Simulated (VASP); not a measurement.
# Hf (Fm-3m) in VASP: relaxation of cell and atoms with LDA

Aim: the relaxation of cell and atoms of Hf with LDA.

Everything below comes from runs of VASP 6.6.1. Logs are shortened: lines on timing, memory, paths and dates and some standing lists are left out, and cuts for length are marked.

### 1 The cell of the first run

It takes space group Fm-3m (No. 225, cubic). Conventional cell: a = 4.470 Å, b = 4.470 Å, c = 4.470 Å, α = 90.00°, β = 90.00°, γ = 90.00°. Within 4.2 Å of Hf (site symmetry m-3m) lie 12 Hf at 3.16 Å.

This isn't the form of Hf at room conditions, which is hcp.

### 2 Relaxation of cell and atoms, LDA

The input, INCAR:

```
  ALGO = Normal
  EDIFF = 1E-7
  EDIFFG = -0.01
  ENCUT = 500
  GGA_COMPAT = False
  IBRION = 2
  ISIF = 3
  ISMEAR = -1
  LASPH = True
  LCHARG = False
  LREAL = False
  LWAVE = False
  NELM = 120
  NELMIN = 4
  NSW = 80
  PREC = Accurate
  SIGMA = 0.1
```

The input, KPOINTS:

```
k-points
0
Gamma
  9 9 9
```

The input, POSCAR:

```
Hf
1.0
    0.0000000000      2.2350000000      2.2350000000
    2.2350000000      0.0000000000      2.2350000000
    2.2350000000      2.2350000000      0.0000000000
Hf
1
Direct
    0.0000000000      0.0000000000      0.0000000000
```

Potentials or basis: VASP PAW LDA potentials, release 64 (Hf_pv).

Launch:

```bash
$ cat potpaw_LDA.64/Hf_pv/POTCAR > POTCAR
$ mpirun -np 1 vasp_std > vasp.out
```

OUTCAR:

```text
EDIFF = 1E-7
   EDIFFG = -0.01
   ENCUT = 500
   IBRION = 2
   ISIF = 3
   ISMEAR = -1
   LASPH = True
   LREAL = False
   NELM = 120
   NELMIN = 4
   NSW = 80
   PREC = Accurate

 ion  position               nearest neighbor table
   1  0.000  0.000  0.000-

  LATTYP: Found a face centered cubic cell.
 ALAT       =     4.4700000000

  Lattice vectors:

 A1 = (   0.0000000000,   2.2350000000,   2.2350000000)
 A2 = (   2.2350000000,   0.0000000000,   2.2350000000)
 A3 = (   2.2350000000,   2.2350000000,   0.0000000000)

Analysis of symmetry for initial positions (statically):
=====================================================================
 Subroutine PRICEL returns:
 Original cell was already a primitive cell.

 Routine SETGRP: Setting up the symmetry group for a
 face centered cubic supercell.

 Subroutine GETGRP returns: Found 48 space group operations
 (whereof 48 operations were pure point group operations)
 out of a pool of 48 trial point group operations.

The static configuration has the point symmetry O_h .

Analysis of symmetry for dynamics (positions and initial velocities):
=====================================================================
 Subroutine PRICEL returns:
 Original cell was already a primitive cell.

 Routine SETGRP: Setting up the symmetry group for a
 face centered cubic supercell.

 Subroutine GETGRP returns: Found 48 space group operations
 (whereof 48 operations were pure point group operations)
 out of a pool of 48 trial point group operations.

The dynamic configuration has the point symmetry O_h .

 Subroutine INISYM returns: Found 48 space group operations
 (whereof 48 operations are pure point group operations),
 and found     1 'primitive' translations

----------------------------------------------------------------------------------------

                                     Primitive cell

  volume of cell :      22.3287

  direct lattice vectors                    reciprocal lattice vectors
     0.000000000  2.235000000  2.235000000    -0.223713647  0.223713647  0.223713647
     2.235000000  0.000000000  2.235000000     0.223713647 -0.223713647  0.223713647
     2.235000000  2.235000000  0.000000000     0.223713647  0.223713647 -0.223713647

  length of vectors
     3.160767312  3.160767312  3.160767312     0.387483402  0.387483402  0.387483402

  position of ions in fractional coordinates (direct lattice)
     0.000000000  0.000000000  0.000000000

  ion indices of the primitive-cell ions
   primitive index   ion index
                 1           1

----------------------------------------------------------------------------------------

 KPOINTS: k-points

Automatic generation of k-mesh.
 Grid dimensions read from file:
 generate k-points for:    9    9    9

 Generating k-lattice:

  Cartesian coordinates                     Fractional coordinates (reciprocal lattice)
    -0.024857072  0.024857072  0.024857072     0.111111111  0.000000000  0.000000000
     0.024857072 -0.024857072  0.024857072     0.000000000  0.111111111  0.000000000
     0.024857072  0.024857072 -0.024857072     0.000000000  0.000000000  0.111111111

  Length of vectors
     0.043053711  0.043053711  0.043053711

  Shift w.r.t. Gamma in fractional coordinates (k-lattice)
     0.000000000  0.000000000  0.000000000

 Subroutine IBZKPT returns following result:
 ===========================================

 Found     35 irreducible k-points:

 Following reciprocal coordinates:
            Coordinates               Weight
  0.000000  0.000000  0.000000      1.000000
  0.111111  0.000000  0.000000      8.000000
  0.222222  0.000000  0.000000      8.000000
  0.333333  0.000000  0.000000      8.000000
  0.444444  0.000000  0.000000      8.000000
  0.111111  0.111111  0.000000      6.000000
[... 16 lines left out ...]
 -0.333333  0.333333  0.000000     12.000000
  0.444444  0.444444  0.000000      6.000000
 [... further k-points ...]
   k-points           NKPTS =     35   k-points in BZ     NKDIM =     35   number of bands    NBANDS=      9
   number of dos      NEDOS =    301   number of ions     NIONS =      1
   total plane-waves  NPLWV =  13824
   dimension x,y,z NGX =    24 NGY =   24 NGZ =   24
   dimension x,y,z NGXF=    48 NGYF=   48 NGZF=   48
   ions per type =               1
   NGX,Y,Z   is equivalent  to a cutoff of  12.62, 12.62, 12.62 a.u.
   NGXF,Y,Z  is equivalent  to a cutoff of  25.25, 25.25, 25.25 a.u.
 SYSTEM =  unknown system
   PREC   = accura    normal or accurate (medium, high low for compatibility)
   ISTART =      0    job   : 0-new  1-cont  2-samecut
   ICHARG =      2    charge: 1-file 2-atom 10-const
   ISPIN  =      1    spin polarized calculation?
   LNONCOLLINEAR =      F non collinear calculations
   LSORBIT =      F    spin-orbit coupling
   LASPH  =      T    aspherical Exc in radial PAW
   ENCUT  =  500.0 eV  36.75 Ry    6.06 a.u.   5.76  5.76  5.76*2*pi/ulx,y,z
   NELM   =    120;   NELMIN=  4; NELMDL= -5     # of ELM steps
   EDIFF  = 0.1E-06   stopping-criterion for ELM
   LREAL  =      F    real-space projection
   EDIFFG = -.1E-01   stopping-criterion for IOM
   NSW    =     80    number of steps for IOM
   IBRION =      2    ionic relax: 0-MD 1-quasi-New 2-CG
   NFREE  =      1    steps in history (QN), initial steepest desc. (CG)
   ISIF   =      3    stress and relaxation
   ISYM   =      2    0-nonsym 1-usesym 2-fastsym
   POTIM  = 0.5000    time-step for ionic-motion
   TEBEG  =    0.0;   TEEND  =   0.0 temperature during run
   PSTRESS=    0.0 pullay stress
   NELECT =      10.0000    total number of electrons
   NUPDOWN=      -1.0000    fix difference up-down
   EMIN   =  10.00;   EMAX   =-10.00  energy-range for DOS
   EFERMI =   0.00;   METHOD = LEGACY
   ISMEAR =    -1;   SIGMA  =   0.10  broadening in eV -4-tet -1-fermi 0-gaus
   EFERMI_NEDOS =   21; number of points for ismear=-14 and -15
   IALGO  =     38    algorithm
   IMIX   =      4    mixing-type and parameters
     AMIX     =   0.40;   BMIX     =  1.00
     AMIX_MAG =   1.60;   BMIX_MAG =  1.00
  volume/ion in A,a.u.               =      22.33       150.68
  Fermi-wavevector in a.u.,A,eV,Ry     =   1.252528  2.366934 21.345165  1.568825
  Thomas-Fermi vector in A             =   2.386424
   LORBIT       =      0    0 simple, 1 ext, 2 COOP (PROOUT), +10 PAW based schemes
   GGA     = CA    functional components
   LHFCALC =     F    Hartree Fock is set to
   AEXX    =    0.0000 exact exchange contribution
   IVDW    =     0    specifies the selected vdW correction
   LEPSILON=     F    determine dielectric tensor
   LRPA    =     F    only Hartree local field effects (RPA)
 conjugate gradient relaxation of ions
 non-spin polarized calculation
  energy-cutoff  :      500.00
  volume of cell :       22.33
 maximum number of plane-waves:       577
   NGX = 11   NGY = 11   NGZ = 11

--------------------------------------- Ionic step        1  -------------------------------------------

 number of electron      10.0000000 magnetization

 number of electron       9.9999999 magnetization

 Free energy of the ion-electron system (eV)
  ---------------------------------------------------
  ext. energy  EPLUGINS =         0.00000000
  ---------------------------------------------------
  free energy    TOTEN  =       -10.61495894 eV

  energy without entropy =      -10.56120705  energy(sigma->0) =      -10.58808299

------------------------ aborting loop because EDIFF is reached ----------------------------------------

  FORCE on cell =-STRESS in cart. coord.  units (eV):
  Direction    XX          YY          ZZ          XY          YZ          ZX
  --------------------------------------------------------------------------------------
  -------------------------------------------------------------------------------------
  Total       -0.9843635     -0.9843635     -0.9843635      0.0000000      0.0000000      0.0000000
  in kB      -70.6323275    -70.6323275    -70.6323275      0.0000000      0.0000000      0.0000000
  external PRESSURE =     -70.6323275 kB  Pullay stress =       0.0000000 kB
[... 90 lines left out ...]
  energy  without entropy=      -10.5958554801  energy(sigma->0) =      -10.62243458

--------------------------------------- Ionic step        4  -------------------------------------------

 number of electron      10.0000001 magnetization

 Free energy of the ion-electron system (eV)
  ---------------------------------------------------
  ext. energy  EPLUGINS =         0.00000000
  ---------------------------------------------------
  free energy    TOTEN  =       -10.64902206 eV

  energy without entropy =      -10.59587615  energy(sigma->0) =      -10.62244911

 E-fermi :   5.1687     XC(G=0): -11.7964

 val. band max:        5.1463383697   @ k =   0.2222   0.1111   0.0000
 cond. band min:       5.1980280114   @ k =  -0.3333   0.2222   0.0000
 fundamental gap:      0.0516896417
 Fermi energy:         5.1686665348

 k-point     1 :       0.0000    0.0000    0.0000
  band No.  band energies     occupation
      1     -24.4798      2.00000
      2     -24.4798      2.00000
      3     -24.4798      2.00000
      4      -2.2547      2.00000
      5       6.4796      0.00000
      6       6.4796      0.00000
      7       6.4796      0.00000
      8       9.4900      0.00000
      9       9.4900      0.00000
[... 265 lines left out ...]
 k-point    24 :       0.4444    0.4444    0.0000
  band No.  band energies     occupation
      1     -25.4345      2.00000
      2     -24.8441      2.00000
      3     -24.8441      2.00000
      4       1.5909      2.00000
      5       2.7817      2.00000
      6       7.7838      0.00000
      7      11.7485      0.00000
      8      11.9502      0.00000
      9      11.9502      0.00000

 [... further k-points ...]
[... 5 lines left out ...]
  --------------------------------------------------------------------------------------
  -------------------------------------------------------------------------------------
  Total        0.0030208      0.0030208      0.0030208     -0.0000000     -0.0000000      0.0000000
  in kB        0.2321501      0.2321501      0.2321501     -0.0000000     -0.0000000      0.0000000
  external PRESSURE =       0.2321501 kB  Pullay stress =       0.0000000 kB
[... 16 lines left out ...]
  FREE ENERGIE OF THE ION-ELECTRON SYSTEM (eV)
  ---------------------------------------------------
  free  energy   TOTEN  =       -10.6490220613 eV

  energy  without entropy=      -10.5958761519  energy(sigma->0) =      -10.62244911

 reached required accuracy - stopping structural energy minimisation
```

It took 11 s on 1 thread of Intel Xeon Platinum 8375C at 2.90GHz (Ice Lake), shared host; peak memory 0.14 GiB.

What came out:

```yaml
Free_energy: -10.6490 eV
Relaxed_volume: 20.85 Å³/atom
Relaxed_cell: a = 3.089 Å, b = 3.089 Å, c = 3.089 Å, α = 60.00°, β = 60.00°, γ = 60.00°
Space_group_after_relaxing_to_0.1_Å: Fm-3m (No. 225)
Energy_gained_by_relaxing: 34.1 meV/atom
Ionic_steps: 4
Pressure_after_relaxing: 0.0 GPa
Band_gap_on_the_k_mesh: zero (bands 5 and 6 overlap by 1.94 eV)
```

Step by step:
```csv
step,energy change (eV),largest force (eV/Å),pressure (GPa),volume (Å³)
1,0.0000,0.0000,-7.06,22.33
2,0.0121,0.0000,10.00,19.30
3,-0.0341,0.0000,-0.13,20.88
4,-0.0341,0.0000,0.02,20.85
```

Final structure:
```xyz
1
Lattice="0.0000 2.1845 2.1845 2.1845 0.0000 2.1845 2.1845 2.1845 0.0000" Properties=species:S:1:pos:R:3 pbc="T T T"
Hf    2.1845    2.1845    0.0000
```

Caveat: spin-orbit coupling is left out, which moves the levels of the heavy elements.
